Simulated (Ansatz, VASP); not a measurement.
**One calculation of Ge, two programs**

POSCAR

```
Ge
1.0
    0.0000000000      2.8661367691      2.8661367691
    2.8661367691      0.0000000000      2.8661367691
    2.8661367691      2.8661367691      0.0000000000
Ge
2
Direct
    0.7500000000      0.7500000000      0.7500000000
    0.5000000000      0.5000000000      0.5000000000
```

Contents of INCAR.step1:

```
PREC = Accurate
ENCUT = 520
EDIFF = 1E-5
ISMEAR = -1
SIGMA = 0.05
LREAL = False
LASPH = True
NELM = 80
ALGO = Normal
ISIF = 2
LWAVE = True
LCHARG = False
NBANDS = 21
GGA = PE
```

Contents of INCAR.step2:

```
PREC = Accurate
ENCUT = 520
EDIFF = 1E-6
ISMEAR = -1
SIGMA = 0.05
LREAL = False
LASPH = True
NELM = 80
ALGO = Normal
ISIF = 2
LWAVE = False
LCHARG = False
METAGGA = R2SCAN
LHFCALC = True
AEXX = 0.25
LMIXTAU = True
PRECFOCK = Normal
NBANDS = 21
ISTART = 1
```

Contents of KPOINTS:

```
Automatic mesh
0
Gamma
  4 4 4
```

Contents of input.yaml:

```yaml
crystal:
  lattice:
    - [0.0, 2.8661367691, 2.8661367691]
    - [2.8661367691, 0.0, 2.8661367691]
    - [2.8661367691, 2.8661367691, 0.0]
  atoms:
    - { symbol: Ge, position: [0.75, 0.75, 0.75] }
    - { symbol: Ge, position: [0.5, 0.5, 0.5] }
hamiltonian:
  xc: r2scan0
  pseudopotentials: { kind: paw }
kpoints:
  mp_grid: { grid: [4, 4, 4] }
scf:
  occupations: { method: fermi_dirac, width: 0.05 }
output:
  forces: true
  stress: true
  eigenvalues: true
  write_density: true
  write_potential: true
  elf: true
  volumetric_format: npy
```

Alike in both runs: task single point; functional r2SCAN0; k mesh 4 × 4 × 4; occupations fermi-dirac, width 0.05 eV; no spin polarisation.

```csv
,VASP,Ansatz
version,VASP 6.6.1,Ansatz 0.2.0
potentials or method,"VASP PAW PBE potentials, release 64 (Ge_d)",Ansatz PAW
plane-wave cutoff (eV),520,500
valence electrons in the cell,28,28
```

VASP gave:

| Quantity | Value |
| --- | --- |
| gap on the k mesh at the Fermi level (eV) | 1.40 |
| least direct gap on the mesh (eV) | 1.40 |
| pressure (GPa) | -3.5 |

Question: What did Ansatz give for the same quantities?

Answer: gap on the k mesh at the Fermi level (eV): 1.35; least direct gap on the mesh (eV): 1.35; pressure (GPa): -3.5.

VASP's potentials were made for PBE, not for r2SCAN0.

The k mesh is coarse, so the values compare programs but aren't converged.
